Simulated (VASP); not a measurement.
# SnSe in VASP: a series of runs, part 2 of 2

VASP 6.6.1. The steps go on from the part before.

**4. Single point, LDA (strain -0.015 along x and y, -0.015 along z)**

Contents of INCAR:

```
SYSTEM = SnSe
PREC = Accurate ; ENCUT = 520
EDIFF = 1E-6 ; ISMEAR = 0
SIGMA = 0.05 ; LREAL = .FALSE.
LASPH = .TRUE. ; NELM = 80
ALGO = Normal ; ISIF = 2
LWAVE = .FALSE. ; LCHARG = .FALSE.
GGA = CA ; NBANDS = 28
```

Contents of KPOINTS:

```
Automatic mesh
0
G
  6 6 4
  0 0 0
```

Contents of POSCAR:

```
SnSe
1.0
    4.1270504543      0.0000000000      0.0000000000
    0.0000000000      4.1270504543      0.0000000000
    0.0000000000      0.0000000000     10.8149285598
Sn Se
2 2
Direct
    0.5000000000      0.0000000000      0.3781633345
    0.0000000000      0.5000000000      0.6218366655
    0.5000000000      0.0000000000      0.6217782147
    0.0000000000      0.5000000000      0.3782217853
```

Potentials or basis: VASP PAW LDA potentials, release 64 (Sn_d, Se).

On the command line:

```console
$ cat potpaw_LDA.64/Sn_d/POTCAR potpaw_LDA.64/Se/POTCAR > POTCAR
$ mpirun -np 1 vasp_std > vasp.out
```

OUTCAR:

```text
SYSTEM = SnSe
   PREC = Accurate
   ENCUT = 520
   EDIFF = 1E-6
   ISMEAR = 0
   LREAL = .FALSE.
   LASPH = .TRUE.
   NELM = 80
   ISIF = 2
   GGA = CA

 ion  position               nearest neighbor table
   1  0.500  0.000  0.378-   3 2.63   4 2.92   4 2.92   4 2.92   4 2.92
   2  0.000  0.500  0.622-   4 2.63   3 2.92   3 2.92   3 2.92   3 2.92
   3  0.500  0.000  0.622-   1 2.63   2 2.92   2 2.92   2 2.92   2 2.92
   4  0.000  0.500  0.378-   2 2.63   1 2.92   1 2.92   1 2.92   1 2.92

  LATTYP: Found a simple tetragonal cell.
 ALAT       =     4.1270504543
 C/A-ratio  =     2.6204982661

  Lattice vectors:

 A1 = (   4.1270504543,   0.0000000000,   0.0000000000)
 A2 = (   0.0000000000,   4.1270504543,   0.0000000000)
 A3 = (   0.0000000000,   0.0000000000,  10.8149285598)

Analysis of symmetry for initial positions (statically):
=====================================================================
 Subroutine PRICEL returns:
 Original cell was already a primitive cell.

 Routine SETGRP: Setting up the symmetry group for a
 simple tetragonal supercell.

 Subroutine GETGRP returns: Found 16 space group operations
 (whereof  8 operations were pure point group operations)
 out of a pool of 16 trial point group operations.

The static configuration has the point symmetry D_2d.
 The point group associated with its full space group is D_4h.

Analysis of symmetry for dynamics (positions and initial velocities):
=====================================================================
 Subroutine PRICEL returns:
 Original cell was already a primitive cell.

 Routine SETGRP: Setting up the symmetry group for a
 simple tetragonal supercell.

 Subroutine GETGRP returns: Found 16 space group operations
 (whereof  8 operations were pure point group operations)
 out of a pool of 16 trial point group operations.

The dynamic configuration has the point symmetry D_2d.
 The point group associated with its full space group is D_4h.

 Subroutine INISYM returns: Found 16 space group operations
[... 121 lines left out ...]
     AMIX_MAG =   1.60;   BMIX_MAG =  1.00
  volume/ion in A,a.u.               =      46.05       310.77
  Fermi-wavevector in a.u.,A,eV,Ry     =   0.983997  1.859485 13.173841  0.968250
  Thomas-Fermi vector in A             =   2.115197
   LORBIT       =      0    0 simple, 1 ext, 2 COOP (PROOUT), +10 PAW based schemes
   GGA     = CA    functional components
   LHFCALC =     F    Hartree Fock is set to
   AEXX    =    0.0000 exact exchange contribution
   IVDW    =     0    specifies the selected vdW correction
   LEPSILON=     F    determine dielectric tensor
   LRPA    =     F    only Hartree local field effects (RPA)
 non-spin polarized calculation
 Gauss-broadening in eV      SIGMA  =   0.05
  energy-cutoff  :      520.00
  volume of cell :      184.21
 maximum number of plane-waves:      5000
 NGX is ok and might be reduce to    32
   NGX = 15   NGY = 15   NGZ = 41

 number of electron      39.9999977 magnetization

 Free energy of the ion-electron system (eV)
  ---------------------------------------------------
  ext. energy  EPLUGINS =         0.00000000
  ---------------------------------------------------
  free energy    TOTEN  =       -18.44901792 eV

  energy without entropy =      -18.44901792  energy(sigma->0) =      -18.44901792

 E-fermi :   1.4779     XC(G=0):  -6.4985

 val. band max:        1.2199052596   @ k =   0.3333   0.0000   0.5000
 cond. band min:       2.5651581558   @ k =   0.0000   0.0000   0.5000
 fundamental gap:      1.3452528962
 Fermi energy:         1.4779358686

 k-point     1 :       0.0000    0.0000    0.0000
  band No.  band energies     occupation
      1     -19.9702      2.00000
      2     -19.9318      2.00000
      3     -19.9285      2.00000
      4     -19.9211      2.00000
      5     -19.9192      2.00000
      6     -19.9155      2.00000
[... 733 lines left out ...]
     27       7.4486      0.00000
     28       7.4486      0.00000

 [... further k-points ...]

------------------------ aborting loop because EDIFF is reached ----------------------------------------

  FORCE on cell =-STRESS in cart. coord.  units (eV):
  Direction    XX          YY          ZZ          XY          YZ          ZX
  --------------------------------------------------------------------------------------
  -------------------------------------------------------------------------------------
  Total        1.9218650      1.9218650      1.6584631      0.0000000      0.0000000      0.0000000
  in kB       16.7159190     16.7159190     14.4249128      0.0000000      0.0000000      0.0000000
  external PRESSURE =      15.9522502 kB  Pullay stress =       0.0000000 kB

 VOLUME and BASIS-vectors are now :
 -----------------------------------------------------------------------------
  energy-cutoff  :      520.00
  volume of cell :      184.21
      direct lattice vectors                 reciprocal lattice vectors
     4.127050454  0.000000000  0.000000000     0.242303798  0.000000000  0.000000000
     0.000000000  4.127050454  0.000000000     0.000000000  0.242303798  0.000000000
     0.000000000  0.000000000 10.814928560     0.000000000  0.000000000  0.092464781

 POSITION                                       TOTAL-FORCE (eV/Angst)
 -----------------------------------------------------------------------------------
      2.06353      0.00000      4.08981         0.000000      0.000000     -0.337006
      0.00000      2.06353      6.72512         0.000000      0.000000      0.337006
      2.06353      0.00000      6.72449         0.000000     -0.000000      0.302123
      0.00000      2.06353      4.09044         0.000000     -0.000000     -0.302123
 -----------------------------------------------------------------------------------
    total drift:                                0.000000      0.000000      0.000000

  FREE ENERGIE OF THE ION-ELECTRON SYSTEM (eV)
  ---------------------------------------------------
  free  energy   TOTEN  =       -18.4490179167 eV

  energy  without entropy=      -18.4490179167  energy(sigma->0) =      -18.44901792
```

OSZICAR:

```text
N       E                     dE             d eps       ncg     rms          rms(c)
DAV:   1     0.353774682752E+03    0.35377E+03   -0.18789E+04  1724   0.150E+03
DAV:   2     0.314297956316E+02   -0.32234E+03   -0.31382E+03  1800   0.381E+02
DAV:   3    -0.164571418690E+02   -0.47887E+02   -0.46803E+02  2060   0.151E+02
DAV:   4    -0.188301510709E+02   -0.23730E+01   -0.23626E+01  2004   0.354E+01
DAV:   5    -0.188937479078E+02   -0.63597E-01   -0.63585E-01  2208   0.616E+00    0.546E+00
DAV:   6    -0.185052776369E+02    0.38847E+00   -0.74001E-01  2316   0.484E+00    0.343E+00
DAV:   7    -0.184619449378E+02    0.43333E-01   -0.28612E-01  2128   0.213E+00    0.990E-01
DAV:   8    -0.184496065424E+02    0.12338E-01   -0.37580E-02  2180   0.121E+00    0.261E-01
DAV:   9    -0.184463677764E+02    0.32388E-02   -0.58911E-03  1992   0.441E-01    0.125E-01
DAV:  10    -0.184465888957E+02   -0.22112E-03   -0.11465E-03  1908   0.156E-01    0.527E-02
DAV:  11    -0.184479547738E+02   -0.13659E-02   -0.20156E-03  1768   0.140E-01    0.623E-02
DAV:  12    -0.184488491648E+02   -0.89439E-03   -0.46892E-04  1924   0.100E-01    0.252E-02
DAV:  13    -0.184489718041E+02   -0.12264E-03   -0.48242E-05  1904   0.346E-02    0.171E-02
DAV:  14    -0.184490048735E+02   -0.33069E-04   -0.18306E-05  1756   0.160E-02    0.398E-03
DAV:  15    -0.184490163017E+02   -0.11428E-04   -0.25100E-06  1600   0.701E-03    0.114E-03
DAV:  16    -0.184490177633E+02   -0.14616E-05   -0.42096E-07  1500   0.328E-03    0.119E-03
DAV:  17    -0.184490179167E+02   -0.15340E-06   -0.10701E-07  1368   0.241E-03
   1 F= -.18449018E+02 E0= -.18449018E+02  d E =-.572350E-14
```

stdout:

```text
POSCAR found type information on POSCAR SnSe
 POSCAR found :  2 types and       4 ions
 scaLAPACK will be used
 LDA part: xc-table for (Slater(with rela. corr.)+CA(PZ))
 , standard interpolation
 POSCAR, INCAR and KPOINTS ok, starting setup
 FFT: planning ... GRIDC
 FFT: planning ... GRID_SOFT
 FFT: planning ... GRID
 WAVECAR not read
 entering main loop
```

Run time: 84 s. Hardware: 1 thread of Intel Xeon 6975P-C (Granite Rapids), shared host; peak memory 0.3 GiB.

What came out:

```
Free energy            : -18.4490 eV
Largest force          : 0.337 eV/Å
Band gap on the k mesh : 1.35 eV (least direct gap 1.44 eV)
```

Forces in eV/Å, atoms in the order of the input:
```
Sn   0.000  0.000 -0.337
Sn   0.000  0.000  0.337
Se   0.000  0.000  0.302
Se   0.000  0.000 -0.302
```

Caveat: the cell differs from its parent crystal (strain -0.015 along x and y, -0.015 along z); there is no dipole correction, which matters where the two faces differ; spin-orbit coupling is left out, which moves the levels of the heavy elements.

**5. Single point, LDA (strain -0.030 along x and y, +0.030 along z)**

Contents of INCAR:

```
  ALGO = Normal
  EDIFF = 1E-7
  ENCUT = 520
  GGA = CA
  ISIF = 2
  ISMEAR = 0
  LASPH = True
  LCHARG = False
  LREAL = False
  LWAVE = False
  NBANDS = 28
  NELM = 100
  PREC = Accurate
  SIGMA = 0.05
```

Contents of KPOINTS:

```
k-points
0
Gamma
  6 6 4
```

Contents of POSCAR:

```
SnSe
1.0
    4.0642019702      0.0000000000      0.0000000000
    0.0000000000      4.0642019702      0.0000000000
    0.0000000000      0.0000000000     11.3090115904
Sn Se
2 2
Direct
    0.5000000000      0.0000000000      0.3781633345
    0.0000000000      0.5000000000      0.6218366655
    0.5000000000      0.0000000000      0.6217782147
    0.0000000000      0.5000000000      0.3782217853
```

Potentials or basis: VASP PAW LDA potentials, release 64 (Sn_d, Se).

On the command line:

```console
$ cat potpaw_LDA.64/Sn_d/POTCAR potpaw_LDA.64/Se/POTCAR > POTCAR
$ mpirun -np 1 vasp_std > vasp.out
```

OUTCAR:

```text
EDIFF = 1E-7
   ENCUT = 520
   GGA = CA
   ISIF = 2
   ISMEAR = 0
   LASPH = True
   LREAL = False
   NELM = 100
   PREC = Accurate

 ion  position               nearest neighbor table
   1  0.500  0.000  0.378-   3 2.76   4 2.87   4 2.87   4 2.87   4 2.87
   2  0.000  0.500  0.622-   4 2.76   3 2.87   3 2.87   3 2.87   3 2.87
   3  0.500  0.000  0.622-   1 2.76   2 2.87   2 2.87   2 2.87   2 2.87
   4  0.000  0.500  0.378-   2 2.76   1 2.87   1 2.87   1 2.87   1 2.87

  LATTYP: Found a simple tetragonal cell.
 ALAT       =     4.0642019702
 C/A-ratio  =     2.7825909424

  Lattice vectors:

 A1 = (   4.0642019702,   0.0000000000,   0.0000000000)
 A2 = (   0.0000000000,   4.0642019702,   0.0000000000)
 A3 = (   0.0000000000,   0.0000000000,  11.3090115904)

Analysis of symmetry for initial positions (statically):
=====================================================================
 Subroutine PRICEL returns:
 Original cell was already a primitive cell.

 Routine SETGRP: Setting up the symmetry group for a
 simple tetragonal supercell.

 Subroutine GETGRP returns: Found 16 space group operations
 (whereof  8 operations were pure point group operations)
 out of a pool of 16 trial point group operations.

The static configuration has the point symmetry D_2d.
 The point group associated with its full space group is D_4h.

Analysis of symmetry for dynamics (positions and initial velocities):
=====================================================================
 Subroutine PRICEL returns:
 Original cell was already a primitive cell.

 Routine SETGRP: Setting up the symmetry group for a
 simple tetragonal supercell.

 Subroutine GETGRP returns: Found 16 space group operations
 (whereof  8 operations were pure point group operations)
[... 121 lines left out ...]
   EFERMI =   0.00;   METHOD = LEGACY
   ISMEAR =     0;   SIGMA  =   0.05  broadening in eV -4-tet -1-fermi 0-gaus
   EFERMI_NEDOS =   21; number of points for ismear=-14 and -15
   IALGO  =     38    algorithm
   IMIX   =      4    mixing-type and parameters
     AMIX     =   0.40;   BMIX     =  1.00
     AMIX_MAG =   1.60;   BMIX_MAG =  1.00
  volume/ion in A,a.u.               =      46.70       315.15
  Fermi-wavevector in a.u.,A,eV,Ry     =   0.979422  1.850839 13.051620  0.959267
  Thomas-Fermi vector in A             =   2.110274
   LORBIT       =      0    0 simple, 1 ext, 2 COOP (PROOUT), +10 PAW based schemes
   GGA     = CA    functional components
   LHFCALC =     F    Hartree Fock is set to
   AEXX    =    0.0000 exact exchange contribution
   IVDW    =     0    specifies the selected vdW correction
   LEPSILON=     F    determine dielectric tensor
   LRPA    =     F    only Hartree local field effects (RPA)
 non-spin polarized calculation
 Gauss-broadening in eV      SIGMA  =   0.05
  energy-cutoff  :      520.00
  volume of cell :      186.80
 maximum number of plane-waves:      5065
   NGX = 15   NGY = 15   NGZ = 43

 number of electron      40.0000009 magnetization

 Free energy of the ion-electron system (eV)
  ---------------------------------------------------
  ext. energy  EPLUGINS =         0.00000000
  ---------------------------------------------------
  free energy    TOTEN  =       -18.37948223 eV

  energy without entropy =      -18.37948223  energy(sigma->0) =      -18.37948223

 E-fermi :   1.4989     XC(G=0):  -6.3895

 val. band max:        1.2821570530   @ k =   0.5000   0.0000   0.0000
 cond. band min:       2.3684996827   @ k =   0.1667   0.0000   0.5000
 fundamental gap:      1.0863426297
 Fermi energy:         1.4988635803

 k-point     1 :       0.0000    0.0000    0.0000
  band No.  band energies     occupation
      1     -20.0201      2.00000
      2     -19.9785      2.00000
      3     -19.9622      2.00000
      4     -19.9583      2.00000
      5     -19.9565      2.00000
      6     -19.9565      2.00000
[... 733 lines left out ...]
     27       7.2968      0.00000
     28       7.2968      0.00000

 [... further k-points ...]

------------------------ aborting loop because EDIFF is reached ----------------------------------------

  FORCE on cell =-STRESS in cart. coord.  units (eV):
  Direction    XX          YY          ZZ          XY          YZ          ZX
  --------------------------------------------------------------------------------------
  -------------------------------------------------------------------------------------
  Total        3.2479420      3.2479420     -1.0240445      0.0000000      0.0000000      0.0000000
  in kB       27.8575959     27.8575959     -8.7832290      0.0000000      0.0000000      0.0000000
  external PRESSURE =      15.6439876 kB  Pullay stress =       0.0000000 kB

 VOLUME and BASIS-vectors are now :
 -----------------------------------------------------------------------------
  energy-cutoff  :      520.00
  volume of cell :      186.80
      direct lattice vectors                 reciprocal lattice vectors
     4.064201970  0.000000000  0.000000000     0.246050764  0.000000000  0.000000000
     0.000000000  4.064201970  0.000000000     0.000000000  0.246050764  0.000000000
     0.000000000  0.000000000 11.309011590     0.000000000  0.000000000  0.088425057

 POSITION                                       TOTAL-FORCE (eV/Angst)
 -----------------------------------------------------------------------------------
      2.03210      0.00000      4.27665         0.000000      0.000000      0.165059
      0.00000      2.03210      7.03236         0.000000      0.000000     -0.165059
      2.03210      0.00000      7.03170         0.000000      0.000000     -0.196939
      0.00000      2.03210      4.27731         0.000000      0.000000      0.196939
 -----------------------------------------------------------------------------------
    total drift:                                0.000000      0.000000     -0.000000

  FREE ENERGIE OF THE ION-ELECTRON SYSTEM (eV)
  ---------------------------------------------------
  free  energy   TOTEN  =       -18.3794822257 eV

  energy  without entropy=      -18.3794822257  energy(sigma->0) =      -18.37948223
```

OSZICAR:

```text
N       E                     dE             d eps       ncg     rms          rms(c)
DAV:   1     0.355292570175E+03    0.35529E+03   -0.18856E+04  1732   0.150E+03
DAV:   2     0.307492902546E+02   -0.32454E+03   -0.31583E+03  1828   0.382E+02
DAV:   3    -0.164888318093E+02   -0.47238E+02   -0.46221E+02  2072   0.150E+02
DAV:   4    -0.187845778734E+02   -0.22957E+01   -0.22847E+01  2016   0.348E+01
DAV:   5    -0.188498930026E+02   -0.65315E-01   -0.65296E-01  2284   0.615E+00    0.547E+00
DAV:   6    -0.184422899915E+02    0.40760E+00   -0.75732E-01  2284   0.486E+00    0.341E+00
DAV:   7    -0.183937823771E+02    0.48508E-01   -0.28199E-01  2104   0.208E+00    0.100E+00
DAV:   8    -0.183804356466E+02    0.13347E-01   -0.36357E-02  2128   0.123E+00    0.249E-01
DAV:   9    -0.183770861395E+02    0.33495E-02   -0.52811E-03  2196   0.426E-01    0.113E-01
DAV:  10    -0.183768619252E+02    0.22421E-03   -0.92667E-04  1988   0.130E-01    0.504E-02
DAV:  11    -0.183780723836E+02   -0.12105E-02   -0.20196E-03  1772   0.144E-01    0.602E-02
DAV:  12    -0.183792567419E+02   -0.11844E-02   -0.46445E-04  1904   0.870E-02    0.262E-02
DAV:  13    -0.183794003765E+02   -0.14363E-03   -0.39525E-05  1968   0.306E-02    0.159E-02
DAV:  14    -0.183794539281E+02   -0.53552E-04   -0.17507E-05  1960   0.141E-02    0.397E-03
DAV:  15    -0.183794795011E+02   -0.25573E-04   -0.47299E-06  1644   0.716E-03    0.134E-03
DAV:  16    -0.183794821038E+02   -0.26028E-05   -0.71536E-07  1708   0.321E-03    0.185E-03
DAV:  17    -0.183794822110E+02   -0.10717E-06   -0.10756E-07  1464   0.200E-03    0.277E-04
DAV:  18    -0.183794822257E+02   -0.14723E-07   -0.33072E-08  1408   0.833E-04
   1 F= -.18379482E+02 E0= -.18379482E+02  d E =-.193530E-10
```

Run time: 1.7 min. Hardware: 1 thread of Intel Xeon 6975P-C (Granite Rapids), shared host; peak memory 0.29 GiB.

Results:

- Free energy: -18.3795 eV
- Largest force: 0.197 eV/Å
- Band gap on the k mesh: 1.09 eV (least direct gap 1.35 eV)

Forces in eV/Å, atoms in the order of the input:
```
Sn   0.000  0.000  0.165
Sn   0.000  0.000 -0.165
Se   0.000  0.000 -0.197
Se   0.000  0.000  0.197
```

Levels at points of the mesh, in eV from the valence-band top:
```csv
k point,band 18,band 19,band 20,band 21,band 22,band 23
"(0.00, 0.00, 0.00)",-2.43,-2.43,-0.93,1.27,3.37,3.38
"(0.50, 0.00, 0.00)",-1.83,0.00,0.00,1.44,1.44,1.84
"(0.50, 0.50, 0.00)",-4.33,-2.10,-2.10,3.09,3.09,4.07
"(0.00, 0.00, 0.50)",-2.43,-2.43,-0.94,1.17,3.37,4.42
"(0.50, 0.00, 0.50)",-1.83,0.00,0.00,1.44,1.44,1.84
"(0.50, 0.50, 0.50)",-4.33,-2.10,-2.10,3.08,3.08,4.09
```

Caveat: the cell differs from its parent crystal (strain -0.030 along x and y, +0.030 along z); there is no dipole correction, which matters where the two faces differ; spin-orbit coupling is left out, which moves the levels of the heavy elements.

**6. Summary**

```tsv
cell	gap on the mesh (eV)	largest force (eV/Å)
a = 4.127, b = 4.127, c = 10.650 Å, 4 atoms	1.36	0.61
a = 4.064, b = 4.064, c = 11.144 Å, 4 atoms	1.16	0.04
a = 4.127, b = 4.127, c = 10.815 Å, 4 atoms	1.35	0.34
a = 4.064, b = 4.064, c = 11.309 Å, 4 atoms	1.09	0.20
```

Alike in all rows: task single point; level LDA; potentials or basis VASP PAW LDA potentials, release 64 (Sn_d, Se); no spin polarisation; k mesh 6 × 6 × 4; cutoff (eV) 520; smearing gaussian 0.05 eV.

Caveats: there is no dipole correction, which matters where the two faces differ; spin-orbit coupling is left out, which moves the levels of the heavy elements.

Absolute energies hang on the potentials; compare differences alone.
